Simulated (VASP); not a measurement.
# K: single point with PBEsol

Crystal: K.

```
CELL_PARAMETERS angstrom
4.36541 0.00000 0.00000
0.00000 4.36541 0.00000
0.00000 0.00000 4.36541
ATOMIC_POSITIONS crystal
K 0.00000 0.00000 0.00000
```

This cell differs from its parent crystal: volume scaled by 1.08.

- Program: VASP 6.6.1
- Task: single point
- Functional: PBEsol
- Potentials or basis: VASP PAW PBE potentials, release 64 (K_sv)
- Cutoff: 520 eV
- k mesh: 8 × 8 × 8
- Occupations: fermi-dirac, width 0.1 eV
- Spin: no spin polarisation

| Item | Value |
| --- | --- |
| Pressure | -0.2 GPa |

Levels at points of the mesh, in eV from the Fermi level:
```
           k point  band 1  band 2  band 3  band 4  band 5  band 6  band 7  band 8
(0.00, 0.00, 0.00)  -32.23  -15.74  -15.74  -15.74   -2.01    2.87    2.87    6.07
(0.50, 0.00, 0.00)  -32.23  -15.81  -15.73  -15.73   -0.07    0.18    3.46    4.60
(0.50, 0.50, 0.00)  -32.23  -15.80  -15.80  -15.72    1.17    1.99    2.07    2.07
(0.50, 0.50, 0.50)  -32.22  -15.79  -15.79  -15.79    2.29    2.29    2.29    4.11
```

Wall time 25 s on 1 thread of Intel Xeon 6975P-C, on a shared host, peak memory 0.18 GiB.

Caveat: the PAW data sets were made with another functional, which shifts forces and pressure a little.
